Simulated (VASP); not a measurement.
Here is a VASP 6.6.1 calculation.

POSCAR

```
MgO
1.0
   -0.0086140562      2.2818350271      2.2818350271
    2.2818350271     -0.0086140562      2.2818350271
    2.2818350271      2.2818350271     -0.0086140562
Mg O
1 1
Direct
   -0.0003332306     -0.0003332306     -0.0003332306
    0.2503332306      0.2503332306      0.2503332306
```

INCAR.step1

```
PREC     = Accurate       # precision mode
ENCUT    = 520            # plane-wave cutoff, eV
ISMEAR   = 0              # smearing method
SIGMA    = 0.01           # smearing width, eV
LREAL    = False          # projectors in reciprocal space
LASPH    = True           # aspherical terms in the spheres
NELM     = 60             # most SCF steps
NBANDS   = 11             # bands
GGA      = PE             # functional
ALGO     = Normal         # electronic algorithm
EDIFF    = 1E-4           # SCF threshold, eV
LWAVE    = True           # write WAVECAR
LCHARG   = False          # write CHGCAR
```

File INCAR.step2:

```
PREC     = Accurate       # precision mode
ENCUT    = 520            # plane-wave cutoff, eV
EDIFF    = 1E-7           # SCF threshold, eV
ISMEAR   = 0              # smearing method
SIGMA    = 0.01           # smearing width, eV
LREAL    = False          # projectors in reciprocal space
LASPH    = True           # aspherical terms in the spheres
NELM     = 60             # most SCF steps
ALGO     = Normal         # electronic algorithm
ISIF     = 2              # what is computed and relaxed
LWAVE    = False          # write WAVECAR
LCHARG   = True           # write CHGCAR
METAGGA  = R2SCAN         # meta-GGA
LMIXTAU  = True         
LELF     = True           # ELF
LVHAR    = True         
NBANDS   = 11             # bands
ISTART   = 1
```

The input KPOINTS:

```
regular mesh
0
Gamma
  10 10 10
```

Potentials or basis: VASP PAW PBE potentials, release 64 (Mg, O).

Launch:

```console
$ cat potpaw_PBE.64/Mg/POTCAR potpaw_PBE.64/O/POTCAR > POTCAR
$ cp INCAR.step1 INCAR
$ mpirun -np 1 vasp_std > vasp.out
$ cp INCAR.step2 INCAR
$ mpirun -np 1 vasp_std > vasp.out
```

Question: Estimate the band gap on the k mesh.

Answer: 4.27 eV.

Question: What does it give for the pressure?

Answer: -1.2 GPa.

Stress tensor (GPa, compression positive):
```
-1.24  0.33  0.33
 0.33 -1.24  0.33
 0.33  0.33 -1.24
```

Caveat: the cell differs from its parent crystal (epitaxial 111 strain +0.4%); the structure was generated, so it needn't be the stable form of MgO; the PAW data sets were made with another functional, which shifts forces and pressure a little.
